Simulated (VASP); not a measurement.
Set up this calculation in VASP 6.6.1, as the native input.

* Task: single point
* Functional: LDA
* Potentials or basis: VASP PAW LDA potentials, release 64 (O)
* Cutoff: 520 eV
* k mesh: 18 × 18 × 18
* Occupations: fermi-dirac, width 0.136057 eV
* Spin: no spin polarisation
* Dipole correction: no
* Further INCAR settings: ALGO = Normal; EDIFF = 1e-07; NBANDS = 9

The structure of O lies in POSCAR:

```
O
1.0
   -1.2055300320      1.2055300320      1.2055300320
    1.2055300320     -1.2055300320      1.2055300320
    1.2055300320      1.2055300320     -1.2055300320
O
1
Direct
    0.0000000000      0.0000000000      0.0000000000
```

One way to write it, as run:

INCAR

```
PREC = Accurate ; ENCUT = 520
EDIFF = 1E-7 ; ISMEAR = -1
SIGMA = 0.13605693000000002 ; LREAL = False
LASPH = True ; NELM = 80
ALGO = Normal ; ISIF = 2
LWAVE = False ; LCHARG = False
NBANDS = 9
```

KPOINTS

```
Automatic mesh
0
Gamma
  18 18 18
```

Potentials or basis: VASP PAW LDA potentials, release 64 (O).

The run is started by

```bash
$ cat potpaw_LDA.64/O/POTCAR > POTCAR
$ mpirun -np 1 vasp_std > vasp.out
```

Results of the run:

```json
{
 "Pressure": "1.2 GPa",
 "Band gap on the k mesh": "zero (band 3 reaches 5.65 eV, above the bottom of band 4 at -0.01 eV)"
}
```

Wall time 9.3 s on 1 thread of AMD EPYC 7R13 Processor (Zen 3) (shared host), peak memory 0.08 GiB.
